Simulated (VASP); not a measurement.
# Mg3C in VASP: further runs, part 2 of 2

VASP 6.6.1.

**5. Relaxation of cell and atoms, PBE**

This run uses another cell than the first one, of 17.48 Å³/atom, 1.146 times its volume.

INCAR

```
SYSTEM = Mg3C
PREC     = Accurate       ! precision mode
ENCUT    = 600            ! plane-wave cutoff, eV
EDIFF    = 1E-6           ! SCF threshold, eV
ISMEAR   = 0              ! smearing method
SIGMA    = 0.1            ! smearing width, eV
LREAL    = .False.        ! projectors in reciprocal space
LASPH    = .True.         ! aspherical terms in the spheres
NELM     = 100            ! most SCF steps
ALGO     = Normal         ! electronic algorithm
ISIF     = 3              ! what is computed and relaxed
LWAVE    = .False.        ! write WAVECAR
LCHARG   = .False.        ! write CHGCAR
GGA      = PE             ! functional
IBRION   = 2              ! ionic algorithm
NSW      = 90             ! ionic steps
EDIFFG   = -0.04          ! ionic threshold
```

KPOINTS

```
regular mesh
0
Gamma
  4 4 4
  0 0 0
```

POSCAR

```
Mg3C
1.0
    4.2003680500      0.0000000000      0.0000000000
    0.0000000000      4.2003680500      0.0000000000
    0.0000000000      0.0000000000      3.9626116100
Mg C
3 1
Direct
    0.0000000000      0.5000000000      0.5000000000
    0.5000000000      0.0000000000      0.5000000000
    0.5000000000      0.5000000000      0.0000000000
    0.0000000000      0.0000000000      0.0000000000
```

Launch:

```
cat potpaw_PBE.64/Mg/POTCAR potpaw_PBE.64/C/POTCAR > POTCAR
mpirun -np 1 vasp_std > vasp.out
```

Run time: 80 s. Hardware: 1 thread of Intel Xeon Platinum 8488C (Sapphire Rapids), shared host; peak memory 0.21 GiB.

The run converged. Its results:

* Free energy: -10.2819 eV
* Relaxed volume: 15.20 Å³/atom
* Relaxed cell: a = 3.928 Å, b = 3.928 Å, c = 3.941 Å, α = 90.00°, β = 90.00°, γ = 90.00°
* Space group after relaxing (to 0.05 Å): Pm-3m (No. 221)
* Energy gained by relaxing: 50.5 meV/atom
* Ionic steps: 6
* Pressure after relaxing: 0.3 GPa
* Band gap on the k mesh: zero (band 5 reaches 3.90 eV, above the bottom of band 6 at 3.73 eV)

Stress tensor (GPa, compression positive):
```
0.37 0.00 0.00
0.00 0.37 0.00
0.00 0.00 0.15
```

The path:
```csv
step,energy change (eV),largest force (eV/Å),pressure (GPa),volume (Å³)
1,0.0000,0.0000,-5.94,69.91
2,-0.1694,0.0000,-1.97,63.55
3,-0.1858,0.0000,-0.07,61.36
4,-0.1860,0.0000,0.16,61.11
5,-0.1941,0.0000,0.16,61.04
6,-0.2019,0.0000,0.30,60.81
```

Final structure:
```yaml
crystal:
  lattice:
    - [3.92824, 0.00000, 0.00000]
    - [0.00000, 3.92824, 0.00000]
    - [0.00000, 0.00000, 3.94103]
  atoms:
    - { symbol: Mg, position: [0.00000, 0.50000, 0.50000] }
    - { symbol: Mg, position: [0.50000, 0.00000, 0.50000] }
    - { symbol: Mg, position: [0.50000, 0.50000, 0.00000] }
    - { symbol: C, position: [0.00000, 0.00000, 0.00000] }
```

Levels at points of the mesh, in eV from the Fermi level:
| k point | band 1 | band 2 | band 3 | band 4 | band 5 | band 6 | band 7 | band 8 | band 9 |
| --- | --- | --- | --- | --- | --- | --- | --- | --- | --- |
| (0.00, 0.00, 0.00) | -10.28 | -3.60 | -1.36 | -1.32 | -1.32 | 2.65 | 2.70 | 4.92 | 4.92 |
| (0.50, 0.00, 0.00) | -9.33 | -6.09 | -0.60 | -0.58 | -0.10 | 0.54 | 2.74 | 2.80 | 3.87 |
| (0.50, 0.50, 0.00) | -8.70 | -4.07 | -4.07 | -3.61 | -0.11 | 2.69 | 4.05 | 4.05 | 4.33 |
| (0.00, 0.00, 0.50) | -9.34 | -6.11 | -0.58 | -0.58 | -0.09 | 0.55 | 2.78 | 2.78 | 3.89 |
| (0.50, 0.00, 0.50) | -8.71 | -4.08 | -4.08 | -3.63 | -0.10 | 2.74 | 4.06 | 4.06 | 4.37 |
| (0.50, 0.50, 0.50) | -8.26 | -2.85 | -2.85 | -2.85 | -2.14 | -0.23 | -0.23 | -0.23 | 7.13 |

Caveat: the k points lie up to 0.40 Å⁻¹ apart in the final cell.

**6. Single point, PBE**

This run uses another cell than the first one, of 17.48 Å³/atom, 1.146 times its volume.

INCAR

```
  ALGO = Normal
  EDIFF = 1E-7
  ENCUT = 520
  GGA = PE
  ISIF = 2
  ISMEAR = 0
  LASPH = T
  LCHARG = F
  LREAL = F
  LWAVE = F
  NBANDS = 13
  NELM = 100
  PREC = Accurate
  SIGMA = 0.1
```

KPOINTS

```
k-points
0
Gamma
  4 4 4
```

POSCAR is that of step 5.

Potentials or basis: VASP PAW PBE potentials, release 64 (Mg, C).

Launch:

```
cat potpaw_PBE.64/Mg/POTCAR potpaw_PBE.64/C/POTCAR > POTCAR
mpirun -np 1 vasp_std > vasp.out
```

OUTCAR:

```text
EDIFF = 1E-7
   ENCUT = 520
   GGA = PE
   ISIF = 2
   ISMEAR = 0
   LASPH = T
   LREAL = F
   NELM = 100
   PREC = Accurate

 ion  position               nearest neighbor table
   1  0.000  0.500  0.500-   3 2.89   3 2.89   3 2.89   3 2.89   2 2.97   2 2.97   2 2.97   2 2.97

   2  0.500  0.000  0.500-   3 2.89   3 2.89   3 2.89   3 2.89   1 2.97   1 2.97   1 2.97   1 2.97

   3  0.500  0.500  0.000-   1 2.89   2 2.89   1 2.89   2 2.89   2 2.89   2 2.89   1 2.89   1 2.89

   4  0.000  0.000  0.000-

  LATTYP: Found a simple tetragonal cell.
 ALAT       =     4.2003680500
 C/A-ratio  =     0.9433962840

  Lattice vectors:

 A1 = (   4.2003680500,   0.0000000000,   0.0000000000)
 A2 = (   0.0000000000,   4.2003680500,   0.0000000000)
 A3 = (   0.0000000000,   0.0000000000,   3.9626116100)

Analysis of symmetry for initial positions (statically):
=====================================================================
 Subroutine PRICEL returns:
 Original cell was already a primitive cell.

 Routine SETGRP: Setting up the symmetry group for a
 simple tetragonal supercell.

 Subroutine GETGRP returns: Found 16 space group operations
 (whereof 16 operations were pure point group operations)
 out of a pool of 16 trial point group operations.

The static configuration has the point symmetry D_4h.

Analysis of symmetry for dynamics (positions and initial velocities):
=====================================================================
 Subroutine PRICEL returns:
 Original cell was already a primitive cell.

 Routine SETGRP: Setting up the symmetry group for a
 simple tetragonal supercell.

 Subroutine GETGRP returns: Found 16 space group operations
 (whereof 16 operations were pure point group operations)
 out of a pool of 16 trial point group operations.

The dynamic configuration has the point symmetry D_4h.

 Subroutine INISYM returns: Found 16 space group operations
 (whereof 16 operations are pure point group operations),
 and found     1 'primitive' translations

----------------------------------------------------------------------------------------

                                     Primitive cell

  volume of cell :      69.9127

  direct lattice vectors                    reciprocal lattice vectors
     4.200368050  0.000000000  0.000000000     0.238074375  0.000000000  0.000000000
     0.000000000  4.200368050  0.000000000     0.000000000  0.238074375  0.000000000
     0.000000000  0.000000000  3.962611610     0.000000000  0.000000000  0.252358823

  length of vectors
     4.200368050  4.200368050  3.962611610     0.238074375  0.238074375  0.252358823

  position of ions in fractional coordinates (direct lattice)
     0.000000000  0.500000000  0.500000000
     0.500000000  0.000000000  0.500000000
     0.500000000  0.500000000  0.000000000
     0.000000000  0.000000000  0.000000000

  ion indices of the primitive-cell ions
   primitive index   ion index
                 1           1
                 2           2
                 3           3
                 4           4

----------------------------------------------------------------------------------------

 KPOINTS: k-points

Automatic generation of k-mesh.
 Grid dimensions read from file:
 generate k-points for:    4    4    4
[... 43 lines left out ...]
   dimension x,y,z NGXF=    64 NGYF=   64 NGZF=   60
   ions per type =               3   1
   NGX,Y,Z   is equivalent  to a cutoff of  12.67, 12.67, 12.59 a.u.
   NGXF,Y,Z  is equivalent  to a cutoff of  25.33, 25.33, 25.17 a.u.
 SYSTEM =  unknown system
   PREC   = accura    normal or accurate (medium, high low for compatibility)
   ISTART =      0    job   : 0-new  1-cont  2-samecut
   ICHARG =      2    charge: 1-file 2-atom 10-const
   ISPIN  =      1    spin polarized calculation?
   LNONCOLLINEAR =      F non collinear calculations
   LSORBIT =      F    spin-orbit coupling
   LASPH  =      T    aspherical Exc in radial PAW
   ENCUT  =  520.0 eV  38.22 Ry    6.18 a.u.   7.81  7.81  7.37*2*pi/ulx,y,z
   NELM   =    100;   NELMIN=  2; NELMDL= -5     # of ELM steps
   EDIFF  = 0.1E-06   stopping-criterion for ELM
   LREAL  =      F    real-space projection
   EDIFFG = 0.1E-05   stopping-criterion for IOM
   NSW    =      0    number of steps for IOM
   IBRION =     -1    ionic relax: 0-MD 1-quasi-New 2-CG
   NFREE  =      0    steps in history (QN), initial steepest desc. (CG)
   ISIF   =      2    stress and relaxation
   ISYM   =      2    0-nonsym 1-usesym 2-fastsym
   POTIM  = 0.5000    time-step for ionic-motion
   TEBEG  =    0.0;   TEEND  =   0.0 temperature during run
   PSTRESS=    0.0 pullay stress
   NELECT =      10.0000    total number of electrons
   NUPDOWN=      -1.0000    fix difference up-down
   EMIN   =  10.00;   EMAX   =-10.00  energy-range for DOS
   EFERMI =   0.00;   METHOD = LEGACY
   ISMEAR =     0;   SIGMA  =   0.10  broadening in eV -4-tet -1-fermi 0-gaus
   EFERMI_NEDOS =   21; number of points for ismear=-14 and -15
   IALGO  =     38    algorithm
   IMIX   =      4    mixing-type and parameters
     AMIX     =   0.40;   BMIX     =  1.00
     AMIX_MAG =   1.60;   BMIX_MAG =  1.00
  volume/ion in A,a.u.               =      17.48       117.95
  Fermi-wavevector in a.u.,A,eV,Ry     =   0.856162  1.617912  9.973259  0.733014
  Thomas-Fermi vector in A             =   1.973022
   LORBIT       =      0    0 simple, 1 ext, 2 COOP (PROOUT), +10 PAW based schemes
   GGA     = PE    functional components
   LHFCALC =     F    Hartree Fock is set to
   AEXX    =    0.0000 exact exchange contribution
   IVDW    =     0    specifies the selected vdW correction
   LEPSILON=     F    determine dielectric tensor
   LRPA    =     F    only Hartree local field effects (RPA)
 non-spin polarized calculation
 Gauss-broadening in eV      SIGMA  =   0.10
  energy-cutoff  :      520.00
  volume of cell :       69.91
 maximum number of plane-waves:      1928
 NGX is ok and might be reduce to    32
   NGX = 15   NGY = 15   NGZ = 15

 number of electron       9.9999999 magnetization

 number of electron      10.0000000 magnetization

 Free energy of the ion-electron system (eV)
  ---------------------------------------------------
  ext. energy  EPLUGINS =         0.00000000
  ---------------------------------------------------
  free energy    TOTEN  =       -10.07987604 eV

  energy without entropy =      -10.07228755  energy(sigma->0) =      -10.07608180

 E-fermi :   3.1506     XC(G=0):  -9.1989

 val. band max:        3.0809566982   @ k =   0.5000   0.2500   0.0000
 cond. band min:       3.2765976934   @ k =   0.5000   0.5000   0.0000
 fundamental gap:      0.1956409951
 Fermi energy:         3.1505691096

 k-point     1 :       0.0000    0.0000    0.0000
  band No.  band energies     occupation
      1      -6.5757      2.00000
      2      -0.7052      2.00000
      3       1.7417      2.00000
      4       1.7417      2.00000
      5       2.3315      2.00000
      6       5.1331      0.00000
      7       5.9785      0.00000
      8       7.2374      0.00000
      9       7.2374      0.00000
     10       7.6490      0.00000
     11       8.8757      0.00000
     12      10.6658      0.00000
     13      11.4004      0.00000
[... 258 lines left out ...]
  band No.  band energies     occupation
      1      -4.9995      2.00000
      2       0.6135      2.00000
      3       0.6135      2.00000
      4       0.6237      2.00000
      5       1.1091      2.00000
      6       2.6441      2.00000
      7       2.7348      2.00000
      8       2.7348      2.00000
      9       9.0157      0.00000
     10       9.0157      0.00000
     11       9.7641      0.00000
     12      13.0542      0.00000
     13      16.1166      0.00000

------------------------ aborting loop because EDIFF is reached ----------------------------------------

  FORCE on cell =-STRESS in cart. coord.  units (eV):
  Direction    XX          YY          ZZ          XY          YZ          ZX
  --------------------------------------------------------------------------------------
  -------------------------------------------------------------------------------------
  Total       -2.8222657     -2.8222657     -2.1135834      0.0000000      0.0000000     -0.0000000
  in kB      -64.6773583    -64.6773583    -48.4366124      0.0000000      0.0000000     -0.0000000
  external PRESSURE =     -59.2637763 kB  Pullay stress =       0.0000000 kB

 VOLUME and BASIS-vectors are now :
 -----------------------------------------------------------------------------
  energy-cutoff  :      520.00
  volume of cell :       69.91
      direct lattice vectors                 reciprocal lattice vectors
     4.200368050  0.000000000  0.000000000     0.238074375  0.000000000  0.000000000
     0.000000000  4.200368050  0.000000000     0.000000000  0.238074375  0.000000000
     0.000000000  0.000000000  3.962611610     0.000000000  0.000000000  0.252358823

 POSITION                                       TOTAL-FORCE (eV/Angst)
 -----------------------------------------------------------------------------------
      0.00000      2.10018      1.98131         0.000000      0.000000      0.000000
      2.10018      0.00000      1.98131         0.000000      0.000000      0.000000
      2.10018      2.10018      0.00000         0.000000      0.000000      0.000000
      0.00000      0.00000      0.00000         0.000000      0.000000      0.000000
 -----------------------------------------------------------------------------------
    total drift:                               -0.000000      0.000000      0.000000

  FREE ENERGIE OF THE ION-ELECTRON SYSTEM (eV)
  ---------------------------------------------------
  free  energy   TOTEN  =       -10.0798760396 eV

  energy  without entropy=      -10.0722875542  energy(sigma->0) =      -10.07608180
```

Run time: 22 s. Hardware: 1 thread of Intel Xeon Platinum 8488C (Sapphire Rapids), shared host; peak memory 0.17 GiB.

Results:

| Quantity | Value |
| --- | --- |
| Free energy | -10.0799 eV |
| Pressure | -5.9 GPa |
| Band gap on the k mesh | zero (band 5 reaches 3.28 eV, above the bottom of band 6 at 2.64 eV) |

Levels at points of the mesh, in eV from the Fermi level:
```csv
k point,band 1,band 2,band 3,band 4,band 5,band 6,band 7,band 8,band 9,band 10
"(0.00, 0.00, 0.00)",-9.73,-3.86,-1.41,-1.41,-0.82,1.98,2.83,4.09,4.09,4.50
"(0.50, 0.00, 0.00)",-9.02,-5.76,-0.69,-0.68,-0.24,0.55,2.04,2.98,3.87,6.03
"(0.50, 0.50, 0.00)",-8.56,-3.88,-3.88,-3.65,0.13,2.64,3.51,3.51,4.38,5.31
"(0.00, 0.00, 0.50)",-8.89,-5.49,-0.82,-0.57,-0.57,0.40,2.35,2.35,3.39,5.81
"(0.50, 0.00, 0.50)",-8.46,-3.69,-3.65,-3.38,-0.14,1.92,3.24,3.29,3.73,4.56
"(0.50, 0.50, 0.50)",-8.15,-2.54,-2.54,-2.53,-2.04,-0.51,-0.42,-0.42,5.87,5.87
```

Caveat: the k points lie up to 0.40 Å⁻¹ apart.

**7. Overview**

| task | cell | k mesh | cutoff (eV) | gap on the mesh (eV) | pressure (GPa) | relaxed volume (Å³/atom) |
| --- | --- | --- | --- | --- | --- | --- |
| single point | a = 3.937 Å, 4 atoms | 12 × 12 × 12 | 520 | none | -0.2 | - |
| relaxation of cell and atoms | relaxed from a = 3.945 Å, 4 atoms | 12 × 12 × 12 | 600 | none | 0.0 | 15.21 |
| single point | a = 3.945, b = 3.945, c = 3.943 Å, 4 atoms | 4 × 4 × 4 | 520 | none | -0.2 | - |
| relaxation of cell and atoms | relaxed from a = 4.200, b = 4.200, c = 3.963 Å, 4 atoms | 4 × 4 × 4 | 600 | none | 0.3 | 15.20 |
| single point | a = 4.200, b = 4.200, c = 3.963 Å, 4 atoms | 4 × 4 × 4 | 520 | none | -5.9 | - |

Alike in all rows: level PBE; potentials or basis VASP PAW PBE potentials, release 64 (Mg, C); no spin polarisation; smearing gaussian 0.1 eV.

Caveats: some runs use coarse meshes.

Absolute energies hang on the potentials; compare differences alone.
